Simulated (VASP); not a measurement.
Wanted: the native input for a VASP 6.6.1 run.

* Task: single point
* Functional: r2SCAN
* Potentials or basis: VASP PAW PBE potentials, release 64 (Co)
* Cutoff: 520 eV
* k mesh: 11 × 11 × 15
* Occupations: fermi-dirac, width 0.1 eV
* Spin: no spin polarisation
* Dipole correction: no
* Further INCAR settings: ALGO = Normal; EDIFF = 1e-07; NBANDS = 20

The system is Co.

```
Co
1.0
     3.90977    0.00000    0.00000
    -1.95488    3.38596    0.00000
     0.00000    0.00000    2.39726
Co
3
Direct
  0.00000 0.00000 0.00000
  0.33333 0.66667 0.50000
  0.66667 0.33333 0.50000
```

This cell differs from its parent crystal: volume scaled by 1.04.

These files were run (other wordings do the same):

POSCAR

```
Co
1.0
    3.9097677107      0.0000000000      0.0000000000
   -1.9548838554      3.3859581603      0.0000000000
    0.0000000000      0.0000000000      2.3972574033
Co
3
Direct
    0.0000000000      0.0000000000      0.0000000000
    0.3333333333      0.6666666667      0.5000000000
    0.6666666667      0.3333333333      0.5000000000
```

INCAR.step1

```
PREC     = Accurate       # precision mode
ENCUT    = 520            # plane-wave cutoff, eV
ISMEAR   = -1             # smearing method
SIGMA    = 0.1            # smearing width, eV
LREAL    = F              # projectors in reciprocal space
LASPH    = T              # aspherical terms in the spheres
NELM     = 100            # most SCF steps
NBANDS   = 20             # bands
GGA      = PE             # functional
ALGO     = Normal         # electronic algorithm
EDIFF    = 1E-4           # SCF threshold, eV
LWAVE    = T              # write WAVECAR
LCHARG   = F              # write CHGCAR
```

INCAR.step2

```
PREC     = Accurate       # precision mode
ENCUT    = 520            # plane-wave cutoff, eV
EDIFF    = 1E-7           # SCF threshold, eV
ISMEAR   = -1             # smearing method
SIGMA    = 0.1            # smearing width, eV
LREAL    = F              # projectors in reciprocal space
LASPH    = T              # aspherical terms in the spheres
NELM     = 100            # most SCF steps
ALGO     = Normal         # electronic algorithm
ISIF     = 2              # what is computed and relaxed
LWAVE    = F              # write WAVECAR
LCHARG   = F              # write CHGCAR
METAGGA  = R2SCAN         # meta-GGA
LMIXTAU  = T            
NBANDS   = 20             # bands
ISTART   = 1
```

KPOINTS

```
Automatic mesh
0
Gamma
  11 11 15
```

Potentials or basis: VASP PAW PBE potentials, release 64 (Co).

Run with:

```sh
$ cat potpaw_PBE.64/Co/POTCAR > POTCAR
$ cp INCAR.step1 INCAR
$ mpirun -np 1 vasp_std > vasp.out
$ cp INCAR.step2 INCAR
$ mpirun -np 1 vasp_std > vasp.out
```

It gave:

```
Pressure : -9.2 GPa
```

Caveat: the PAW data sets were made with another functional, which shifts forces and pressure a little; the run has no spin polarisation, though such a crystal can be magnetic.

Run time: 4.3 min on 1 thread of Intel(R) Xeon(R) Platinum 8488C (Sapphire Rapids), on a shared host, peak memory 0.2 GiB.
